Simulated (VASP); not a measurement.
Write the native input for VASP 6.6.1 that does the following.

* Task: single point
* Functional: r2SCAN
* Potentials or basis: VASP PAW PBE potentials, release 64 (Zn, Cu)
* Cutoff: 660 eV
* k mesh: 9 × 9 × 9
* Occupations: fermi-dirac, width 0.05 eV
* Spin: no spin polarisation
* Dipole correction: no
* Further INCAR settings: ALGO = Normal; EDIFF = 1e-06; NBANDS = 18

Crystal: ZnCu.

```
Zn Cu
1.0
     2.94500    0.00000    0.00000
     0.00000    2.94500    0.00000
     0.00000    0.00000    2.94500
Zn Cu
1 1
Direct
  0.50000 0.50000 0.50000
  0.00000 0.00000 0.00000
```

One way to write it, as run:

POSCAR

```
ZnCu
1.0
    2.9450000000      0.0000000000      0.0000000000
    0.0000000000      2.9450000000      0.0000000000
    0.0000000000      0.0000000000      2.9450000000
Zn Cu
1 1
Direct
    0.5000000000      0.5000000000      0.5000000000
    0.0000000000      0.0000000000      0.0000000000
```

INCAR.step1

```
SYSTEM = ZnCu
ALGO     = Normal         ! electronic algorithm
EDIFF    = 1E-5           ! SCF threshold, eV
ENCUT    = 660            ! plane-wave cutoff, eV
GGA      = PE             ! functional
GGA_COMPAT= .FALSE.      
ISMEAR   = -1             ! smearing method
LASPH    = .TRUE.         ! aspherical terms in the spheres
LCHARG   = .FALSE.        ! write CHGCAR
LREAL    = .FALSE.        ! projectors in reciprocal space
LWAVE    = .TRUE.         ! write WAVECAR
NBANDS   = 18             ! bands
NELM     = 120            ! most SCF steps
PREC     = Accurate       ! precision mode
SIGMA    = 0.05           ! smearing width, eV
```

INCAR.step2

```
SYSTEM = ZnCu
ALGO     = Normal         ! electronic algorithm
EDIFF    = 1E-6           ! SCF threshold, eV
ENCUT    = 660            ! plane-wave cutoff, eV
GGA_COMPAT= .FALSE.      
ISIF     = 2              ! what is computed and relaxed
ISMEAR   = -1             ! smearing method
ISTART   = 1            
LASPH    = .TRUE.         ! aspherical terms in the spheres
LCHARG   = .FALSE.        ! write CHGCAR
LMIXTAU  = .TRUE.       
LREAL    = .FALSE.        ! projectors in reciprocal space
LWAVE    = .FALSE.        ! write WAVECAR
METAGGA  = R2SCAN         ! meta-GGA
NBANDS   = 18             ! bands
NELM     = 120            ! most SCF steps
PREC     = Accurate       ! precision mode
SIGMA    = 0.05           ! smearing width, eV
```

KPOINTS

```
k-points
0
G
  9 9 9
  0 0 0
```

Potentials or basis: VASP PAW PBE potentials, release 64 (Zn, Cu).

Run with:

```console
$ cat potpaw_PBE.64/Zn/POTCAR potpaw_PBE.64/Cu/POTCAR > POTCAR
$ cp INCAR.step1 INCAR
$ mpirun -np 1 vasp_std > vasp.out
$ cp INCAR.step2 INCAR
$ mpirun -np 1 vasp_std > vasp.out
```

Results of the run:

| Property | Result |
| --- | --- |
| Pressure | -2.7 GPa |

Caveat: the PAW data sets were made with another functional, which shifts forces and pressure a little.

Run time: 49 s on 1 thread of Intel(R) Xeon(R) 6975P-C (Granite Rapids) (shared host), peak memory 0.17 GiB.
